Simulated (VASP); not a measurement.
# RbCl in VASP: a series of runs

The runs below take RbCl through single point, with PBE.

Everything below comes from runs of VASP 6.6.1. Logs are shortened: lines on timing, memory, paths and dates and some standing lists are left out, and cuts for length are marked.

## (1) The cell of the first run

The cell holds a slab with vacuum, 4 atoms: a = 4.630 Å, b = 4.630 Å, c = 9.274 Å, α = 90.00°, β = 90.00°, γ = 90.00°.

## (2) Single point, PBE

Contents of INCAR:

```
  PREC = Accurate
  ENCUT = 400
  EDIFF = 1E-6
  ISMEAR = 0
  SIGMA = 0.15
  LREAL = F
  LASPH = T
  NELM = 120
  ALGO = Normal
  ISIF = 2
  LWAVE = F
  LCHARG = T
  LDIPOL = T
  IDIPOL = 3
  DIPOL = 0.5 0.5 0.500
  GGA = PE
  LELF = T
  LVHAR = T
  LVACPOTAV = T
  NBANDS = 24
  GGA_COMPAT = F
  NELMDL = -8
```

Contents of KPOINTS:

```
regular mesh
0
Gamma
  4 4 1
```

Contents of POSCAR:

```
RbCl
1.0
    4.6301352032      0.0000000000      0.0000000000
    0.0000000000      4.6301352032      0.0000000000
    0.0000000000      0.0000000000      9.2740000000
Rb Cl
2 2
Direct
    0.0000000000      0.0000000000      0.3234850119
    0.5000000000      0.5000000000      0.6765149881
    0.5000000000      0.5000000000      0.3234850119
    0.0000000000      0.0000000000      0.6765149881
```

Potentials or basis: VASP PAW PBE potentials, release 64 (Rb_sv, Cl).

On the command line:

```sh
$ cat potpaw_PBE.64/Rb_sv/POTCAR potpaw_PBE.64/Cl/POTCAR > POTCAR
$ mpirun -np 1 vasp_std > vasp.out
```

OUTCAR:

```text
PREC = Accurate
   ENCUT = 400
   EDIFF = 1E-6
   ISMEAR = 0
   LREAL = F
   LASPH = T
   NELM = 120
   ISIF = 2
   GGA = PE
   NELMDL = -8

 ion  position               nearest neighbor table
   1  0.000  0.000  0.323-   4 3.27   3 3.27   3 3.27   3 3.27   3 3.27   2 4.63   2 4.63   2 4.63
                             2 4.63
   2  0.500  0.500  0.677-   3 3.27   4 3.27   4 3.27   4 3.27   4 3.27   1 4.63   1 4.63   1 4.63
                             1 4.63
   3  0.500  0.500  0.323-   2 3.27   1 3.27   1 3.27   1 3.27   1 3.27
   4  0.000  0.000  0.677-   1 3.27   2 3.27   2 3.27   2 3.27   2 3.27

  LATTYP: Found a simple tetragonal cell.
 ALAT       =     4.6301352032
 C/A-ratio  =     2.0029652684

  Lattice vectors:

 A1 = (   4.6301352032,   0.0000000000,   0.0000000000)
 A2 = (   0.0000000000,   4.6301352032,   0.0000000000)
 A3 = (   0.0000000000,   0.0000000000,   9.2740000000)

Analysis of symmetry for initial positions (statically):
=====================================================================
 Subroutine PRICEL returns:
 Original cell was already a primitive cell.

 Routine SETGRP: Setting up the symmetry group for a
 simple tetragonal supercell.

 Subroutine GETGRP returns: Found 16 space group operations
 (whereof  8 operations were pure point group operations)
 out of a pool of 16 trial point group operations.

The static configuration has the point symmetry C_4v.
 The point group associated with its full space group is D_4h.

Analysis of symmetry for dynamics (positions and initial velocities):
=====================================================================
 Subroutine PRICEL returns:
 Original cell was already a primitive cell.

 Routine SETGRP: Setting up the symmetry group for a
 simple tetragonal supercell.

 Subroutine GETGRP returns: Found 16 space group operations
 (whereof  8 operations were pure point group operations)
 out of a pool of 16 trial point group operations.

The dynamic configuration has the point symmetry C_4v.
 The point group associated with its full space group is D_4h.

 Subroutine INISYM returns: Found 16 space group operations
 (whereof  8 operations are pure point group operations),
 and found     1 'primitive' translations

----------------------------------------------------------------------------------------

                                     Primitive cell

  volume of cell :     198.8174

  direct lattice vectors                    reciprocal lattice vectors
     4.630135203  0.000000000  0.000000000     0.215976415  0.000000000  0.000000000
     0.000000000  4.630135203  0.000000000     0.000000000  0.215976415  0.000000000
     0.000000000  0.000000000  9.274000000     0.000000000  0.000000000  0.107828337

  length of vectors
     4.630135203  4.630135203  9.274000000     0.215976415  0.215976415  0.107828337

  position of ions in fractional coordinates (direct lattice)
     0.000000000  0.000000000  0.323485012
     0.500000000  0.500000000  0.676514988
     0.500000000  0.500000000  0.323485012
     0.000000000  0.000000000  0.676514988

  ion indices of the primitive-cell ions
   primitive index   ion index
                 1           1
                 2           2
                 3           3
                 4           4

----------------------------------------------------------------------------------------

 KPOINTS: regular mesh

Automatic generation of k-mesh.
 Grid dimensions read from file:
 generate k-points for:    4    4    1

 Generating k-lattice:

  Cartesian coordinates                     Fractional coordinates (reciprocal lattice)
     0.053994104  0.000000000  0.000000000     0.250000000  0.000000000  0.000000000
     0.000000000  0.053994104  0.000000000     0.000000000  0.250000000  0.000000000
     0.000000000  0.000000000  0.107828337     0.000000000  0.000000000  1.000000000

  Length of vectors
     0.053994104  0.053994104  0.107828337

  Shift w.r.t. Gamma in fractional coordinates (k-lattice)
     0.000000000  0.000000000  0.000000000

 Subroutine IBZKPT returns following result:
 ===========================================

 Found      6 irreducible k-points:

 Following reciprocal coordinates:
            Coordinates               Weight
  0.000000  0.000000  0.000000      1.000000
  0.250000  0.000000  0.000000      4.000000
  0.500000  0.000000  0.000000      2.000000
  0.250000  0.250000  0.000000      4.000000
  0.500000  0.250000  0.000000      4.000000
  0.500000  0.500000  0.000000      1.000000
   k-points           NKPTS =      6   k-points in BZ     NKDIM =      6   number of bands    NBANDS=     24
   number of dos      NEDOS =    301   number of ions     NIONS =      4
   total plane-waves  NPLWV =  54000
   dimension x,y,z NGX =    30 NGY =   30 NGZ =   60
   dimension x,y,z NGXF=    60 NGYF=   60 NGZF=  120
   ions per type =               2   2
   NGX,Y,Z   is equivalent  to a cutoff of  10.77, 10.77, 10.76 a.u.
   NGXF,Y,Z  is equivalent  to a cutoff of  21.54, 21.54, 21.51 a.u.
 SYSTEM =  unknown system
   PREC   = accura    normal or accurate (medium, high low for compatibility)
   ISTART =      0    job   : 0-new  1-cont  2-samecut
   ICHARG =      2    charge: 1-file 2-atom 10-const
   ISPIN  =      1    spin polarized calculation?
   LNONCOLLINEAR =      F non collinear calculations
   LSORBIT =      F    spin-orbit coupling
   LASPH  =      T    aspherical Exc in radial PAW
   ENCUT  =  400.0 eV  29.40 Ry    5.42 a.u.   7.55  7.55 15.12*2*pi/ulx,y,z
   NELM   =    120;   NELMIN=  2; NELMDL= -8     # of ELM steps
   EDIFF  = 0.1E-05   stopping-criterion for ELM
   LREAL  =      F    real-space projection
   EDIFFG = 0.1E-04   stopping-criterion for IOM
   NSW    =      0    number of steps for IOM
   IBRION =     -1    ionic relax: 0-MD 1-quasi-New 2-CG
   NFREE  =      0    steps in history (QN), initial steepest desc. (CG)
   ISIF   =      2    stress and relaxation
   ISYM   =      2    0-nonsym 1-usesym 2-fastsym
   POTIM  = 0.5000    time-step for ionic-motion
   TEBEG  =    0.0;   TEEND  =   0.0 temperature during run
   PSTRESS=    0.0 pullay stress
   NELECT =      32.0000    total number of electrons
   NUPDOWN=      -1.0000    fix difference up-down
   EMIN   =  10.00;   EMAX   =-10.00  energy-range for DOS
   EFERMI =   0.00;   METHOD = LEGACY
   ISMEAR =     0;   SIGMA  =   0.15  broadening in eV -4-tet -1-fermi 0-gaus
   EFERMI_NEDOS =   21; number of points for ismear=-14 and -15
   IALGO  =     38    algorithm
   IMIX   =      4    mixing-type and parameters
     AMIX     =   0.40;   BMIX     =  1.00
     AMIX_MAG =   1.60;   BMIX_MAG =  1.00
  volume/ion in A,a.u.               =      49.70       335.42
  Fermi-wavevector in a.u.,A,eV,Ry     =   0.890512  1.682825 10.789590  0.793012
  Thomas-Fermi vector in A             =   2.012213
   LORBIT       =      0    0 simple, 1 ext, 2 COOP (PROOUT), +10 PAW based schemes
   GGA     = PE    functional components
   LHFCALC =     F    Hartree Fock is set to
   AEXX    =    0.0000 exact exchange contribution
   IVDW    =     0    specifies the selected vdW correction
   LEPSILON=     F    determine dielectric tensor
   LRPA    =     F    only Hartree local field effects (RPA)
 non-spin polarized calculation
 Gauss-broadening in eV      SIGMA  =   0.15
  energy-cutoff  :      400.00
  volume of cell :      198.82
 maximum number of plane-waves:      3639
   NGX = 15   NGY = 15   NGZ = 31

 dipolmoment           0.000000      0.000000     -0.000000 electrons x Angstroem

 number of electron      31.9999982 magnetization

 dipolmoment           0.000000      0.000000      0.000000 electrons x Angstroem

 Free energy of the ion-electron system (eV)
  ---------------------------------------------------
  ext. energy  EPLUGINS =         0.00000000
  ---------------------------------------------------
  free energy    TOTEN  =       -13.06632868 eV

  energy without entropy =      -13.06632868  energy(sigma->0) =      -13.06632868

 E-fermi :  -2.1919     XC(G=0):  -5.8806

 val. band max:       -2.9503317422   @ k =   0.0000   0.0000   0.0000
 cond. band min:       1.4336944171   @ k =   0.0000   0.0000   0.0000
 fundamental gap:      4.3840261592
 Fermi energy:        -2.1919470038

 k-point     1 :       0.0000    0.0000    0.0000
  band No.  band energies     occupation
      1     -27.1624      2.00000
      2     -27.1518      2.00000
      3     -14.8995      2.00000
      4     -14.8720      2.00000
      5     -11.3935      2.00000
      6     -11.2630      2.00000
[... 16 lines left out ...]
     23       5.4350      0.00000
     24       6.1386      0.00000

 k-point     2 :       0.2500    0.0000    0.0000
  band No.  band energies     occupation
      1     -27.1579      2.00000
      2     -27.1505      2.00000
      3     -14.9278      2.00000
      4     -14.9085      2.00000
      5     -11.3678      2.00000
      6     -11.2762      2.00000
[... 16 lines left out ...]
     23       5.7895      0.00000
     24       6.0784      0.00000

 k-point     3 :       0.5000    0.0000    0.0000
  band No.  band energies     occupation
      1     -27.1513      2.00000
      2     -27.1513      2.00000
      3     -14.9503      2.00000
      4     -14.9503      2.00000
      5     -11.3147      2.00000
      6     -11.3147      2.00000
[... 16 lines left out ...]
     23       6.4879      0.00000
     24       6.4879      0.00000

 k-point     4 :       0.2500    0.2500    0.0000
  band No.  band energies     occupation
      1     -27.1542      2.00000
      2     -27.1489      2.00000
      3     -14.9190      2.00000
      4     -14.9046      2.00000
      5     -11.3474      2.00000
      6     -11.3260      2.00000
[... 16 lines left out ...]
     23       5.5767      0.00000
     24       6.0716      0.00000

 k-point     5 :       0.5000    0.2500    0.0000
  band No.  band energies     occupation
      1     -27.1489      2.00000
      2     -27.1489      2.00000
      3     -14.9059      2.00000
      4     -14.9059      2.00000
      5     -11.3105      2.00000
      6     -11.3105      2.00000
[... 16 lines left out ...]
     23       6.3611      0.00000
     24       6.3611      0.00000

 k-point     6 :       0.5000    0.5000    0.0000
  band No.  band energies     occupation
      1     -27.1465      2.00000
      2     -27.1465      2.00000
      3     -14.8596      2.00000
      4     -14.8596      2.00000
      5     -11.3983      2.00000
      6     -11.3983      2.00000
[... 16 lines left out ...]
     23       5.9017      0.00000
     24       5.9017      0.00000

------------------------ aborting loop because EDIFF is reached ----------------------------------------

  FORCE on cell =-STRESS in cart. coord.  units (eV):
  Direction    XX          YY          ZZ          XY          YZ          ZX
  --------------------------------------------------------------------------------------
  -------------------------------------------------------------------------------------
  Total        0.2588453      0.2588453      0.3175135      0.0000000      0.0000000     -0.0000000
  in kB        2.0859141      2.0859141      2.5586938      0.0000000      0.0000000     -0.0000000
  external PRESSURE =       2.2435073 kB  Pullay stress =       0.0000000 kB

 VOLUME and BASIS-vectors are now :
 -----------------------------------------------------------------------------
  energy-cutoff  :      400.00
  volume of cell :      198.82
      direct lattice vectors                 reciprocal lattice vectors
     4.630135203  0.000000000  0.000000000     0.215976415  0.000000000  0.000000000
     0.000000000  4.630135203  0.000000000     0.000000000  0.215976415  0.000000000
     0.000000000  0.000000000  9.274000000     0.000000000  0.000000000  0.107828337

 POSITION                                       TOTAL-FORCE (eV/Angst)
 -----------------------------------------------------------------------------------
      0.00000      0.00000      3.00000         0.000000      0.000000     -0.027237
      2.31507      2.31507      6.27400        -0.000000     -0.000000      0.027237
      2.31507      2.31507      3.00000         0.000000     -0.000000     -0.057907
      0.00000      0.00000      6.27400         0.000000      0.000000      0.057907
 -----------------------------------------------------------------------------------
    total drift:                                0.000000      0.000000      0.000000

  FREE ENERGIE OF THE ION-ELECTRON SYSTEM (eV)
  ---------------------------------------------------
  free  energy   TOTEN  =       -13.0663286789 eV

  energy  without entropy=      -13.0663286789  energy(sigma->0) =      -13.06632868
```

It took 27 s on 1 thread of Intel Xeon Platinum 8259CL at 2.50GHz (Skylake/Cascade Lake), shared host; peak memory 0.22 GiB.

Results:

| Quantity | Value |
| --- | --- |
| Free energy | -13.0663 eV |
| Largest force | 0.058 eV/Å |
| Band gap on the k mesh | 4.38 eV, direct |

Forces on the atoms (eV/Å):
```
Rb   0.000  0.000 -0.027
Rb   0.000  0.000  0.027
Cl   0.000  0.000 -0.058
Cl   0.000  0.000  0.058
```

## (3) Single point, PBE

This run uses another cell than the first one, of 60.42 Å³/atom, 1.216 times its volume.

Contents of INCAR:

```
SYSTEM = RbCl
  PREC = Accurate
  ENCUT = 400
  EDIFF = 1E-6
  ISMEAR = 0
  SIGMA = 0.15
  LREAL = .False.
  LASPH = .True.
  NELM = 120
  ALGO = Normal
  ISIF = 2
  LWAVE = .False.
  LCHARG = .True.
  LDIPOL = .True.
  IDIPOL = 3
  DIPOL = 0.5 0.5 0.500
  GGA = PE
  LELF = .True.
  LVHAR = .True.
  LVACPOTAV = .True.
  NBANDS = 24
  GGA_COMPAT = .False.
  NELMDL = -8
```

Contents of KPOINTS:

```
regular mesh
0
Gamma
  4 4 1
  0 0 0
```

Contents of POSCAR:

```
RbCl
1.0
    4.6301352032      0.0000000000      0.0000000000
    0.0000000000      4.6301352032      0.0000000000
    0.0000000000      0.0000000000     11.2740000000
Rb Cl
2 2
Direct
    0.0000000000      0.0000000000      0.3547986518
    0.5000000000      0.5000000000      0.6452013482
    0.5000000000      0.5000000000      0.3547986518
    0.0000000000      0.0000000000      0.6452013482
```

Potentials or basis: VASP PAW PBE potentials, release 64 (Rb_sv, Cl).

On the command line:

```sh
$ cat potpaw_PBE.64/Rb_sv/POTCAR potpaw_PBE.64/Cl/POTCAR > POTCAR
$ mpirun -np 1 vasp_std > vasp.out
```

Run time: 38 s. Hardware: 1 thread of Intel Xeon Platinum 8259CL at 2.50GHz (Skylake/Cascade Lake), shared host; peak memory 0.24 GiB.

It converged, with:

```
Free energy            : -13.0719 eV
Largest force          : 0.046 eV/Å
Band gap on the k mesh : 4.54 eV, direct
```

Forces on the atoms (eV/Å):
```
Rb   0.000  0.000 -0.022
Rb   0.000  0.000  0.022
Cl   0.000  0.000 -0.046
Cl   0.000  0.000  0.046
```

Levels at points of the mesh, in eV from the valence-band top:
```tsv
k point	band 12	band 13	band 14	band 15	band 16	band 17	band 18	band 19	band 20	band 21
(0.00, 0.00, 0.00)	-0.18	-0.06	-0.06	0.00	0.00	4.54	5.98	6.37	6.40	7.25
(0.50, 0.00, 0.00)	-0.72	-0.31	-0.31	-0.21	-0.21	6.40	6.40	7.56	7.56	7.71
(0.50, 0.50, 0.00)	-0.26	-0.16	-0.16	-0.14	-0.14	6.57	6.57	7.61	7.61	8.13
```

(Continued in part 2 of 2.)
